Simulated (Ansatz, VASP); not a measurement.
# B5Br3 in VASP and in Ansatz

The input INCAR:

```
SYSTEM = B5Br3
PREC = Accurate
ENCUT = 600
EDIFF = 1E-6
ISMEAR = 0
SIGMA = 0.1
LREAL = .False.
LASPH = .True.
NELM = 100
ALGO = Normal
ISIF = 3
LWAVE = .False.
LCHARG = .False.
GGA = PE
IBRION = 2
NSW = 100
EDIFFG = -0.01
```

File KPOINTS:

```
regular mesh
0
Gamma
  8 8 8
  0 0 0
```

File POSCAR:

```
B5Br3
1.0
    4.7352795853      0.0000000000      0.0000000000
    0.0000000000      4.7352795853      0.0000000000
    0.0000000000      0.0000000000      4.7352795853
B Br
5 3
Direct
    0.0000000000      0.5000000000      0.5000000000
    0.5000000000      0.0000000000      0.5000000000
    0.5000000000      0.5000000000      0.0000000000
    0.0000000000      0.0000000000      0.0000000000
    0.5000000000      0.5000000000      0.5000000000
    0.5000000000      0.0000000000      0.0000000000
    0.0000000000      0.5000000000      0.0000000000
    0.0000000000      0.0000000000      0.5000000000
```

Input for Ansatz:

```yaml
crystal:
  lattice:
    - [4.7352795853, 0.0, 0.0]
    - [0.0, 4.7352795853, 0.0]
    - [0.0, 0.0, 4.7352795853]
  atoms:
    - { symbol: B, position: [0.0, 0.5, 0.5] }
    - { symbol: B, position: [0.5, 0.0, 0.5] }
    - { symbol: B, position: [0.5, 0.5, 0.0] }
    - { symbol: B, position: [0.0, 0.0, 0.0] }
    - { symbol: B, position: [0.5, 0.5, 0.5] }
    - { symbol: Br, position: [0.5, 0.0, 0.0] }
    - { symbol: Br, position: [0.0, 0.5, 0.0] }
    - { symbol: Br, position: [0.0, 0.0, 0.5] }
basis:
  ecutwfc: 420
kpoints:
  mp_grid: { grid: [8, 8, 8] }
hamiltonian:
  xc: pbe
scf:
  occupations: { method: gaussian, width: 0.1 }
output:
  forces: true
  stress: true
  eigenvalues: true
relax:
  adjacent_minimum: "off"
  f_tol: 0.01
  max_steps: 80
  cell: { stress_tol: 0.05 }
```

Alike in both runs: task relaxation of cell and atoms; functional PBE; k mesh 8 × 8 × 8; occupations gaussian, width 0.1 eV; no spin polarisation.

|  | VASP | Ansatz |
| --- | --- | --- |
| version | VASP 6.6.1 | Ansatz 0.2.0 |
| potentials or method | VASP PAW PBE potentials, release 64 (B, Br), cutoff 600 eV | scalar-relativistic, plane waves, PAW |
| valence electrons in the cell | 36 | 36 |

|  | VASP | Ansatz | Ansatz less VASP |
| --- | --- | --- | --- |
| gap on the k mesh at the Fermi level, each at its own relaxed structure (eV) | none | none | - |
| relaxed volume (Å³/atom) | 13.43 | 13.44 | +0.011 |
| relaxed cell length with the largest relative difference (Å) | 4.754 | 4.756 | +0.0013 |

A gap of «none» marks a metal or a gap that the smearing closes.
